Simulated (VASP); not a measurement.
Set up this calculation in VASP 6.6.1, as the native input.

```
Task                   : single point
Functional             : revPBE
Dispersion             : D4
Potentials or basis    : VASP PAW PBE potentials, release 64 (Pt, K_sv)
Cutoff                 : 520 eV
k mesh                 : 7 × 7 × 4
Occupations            : methfessel-paxton, width 0.2 eV
Spin                   : non-collinear spin, zero start, spin-orbit coupling
Starting moments       : [[0.0, 0.0, 0.0], [0.0, 0.0, 0.0]] μB
Dipole correction      : no
Further INCAR settings : ALGO = Normal; EDIFF = 1e-06; NBANDS = 31
```

The structure of KPt lies in POSCAR:

```
KPt
1.0
    2.9550811502      0.0000000000      0.0000000000
   -1.4775405751      2.5591753464      0.0000000000
    0.0000000000      0.0000000000      5.3899104026
Pt K
1 1
Direct
    0.6666666667      0.3333333333      0.0000000000
    0.0000000000      0.0000000000      0.5000000000
```

One way to write it, as run:

INCAR

```
SYSTEM = KPt
PREC = Accurate ; ENCUT = 520
EDIFF = 1E-6 ; ISMEAR = 1
SIGMA = 0.2 ; LREAL = .FALSE.
LASPH = .TRUE. ; NELM = 150
ALGO = Normal ; ISIF = 2
LWAVE = .FALSE. ; LCHARG = .FALSE.
MAGMOM = 0 0 0 0 0 0 ; LORBIT = 11
LSORBIT = .TRUE. ; GGA_COMPAT = .FALSE.
LORBMOM = .TRUE. ; LMAXMIX = 4
GGA = RE ; IVDW = 13
NBANDS = 31
```

KPOINTS

```
Automatic mesh
0
G
  7 7 4
  0 0 0
```

Potentials or basis: VASP PAW PBE potentials, release 64 (Pt, K_sv).

Launch:

```console
$ cat potpaw_PBE.64/Pt/POTCAR potpaw_PBE.64/K_sv/POTCAR > POTCAR
$ mpirun -np 1 vasp_ncl > vasp.out
```

It gave:

The pressure is 0.3 GPa and the net moment is 0.00 μB per cell. The valence electrons inside the program's atomic spheres are Pt 9.05; K 7.69 and the dispersion energy per atom is -0.456 eV.

Caveat: the PAW data sets were made with another functional, which shifts forces and pressure a little.

It took 39 s on 1 thread of Intel(R) Xeon(R) 6975P-C (Granite Rapids), on a shared host, peak memory 0.28 GiB.
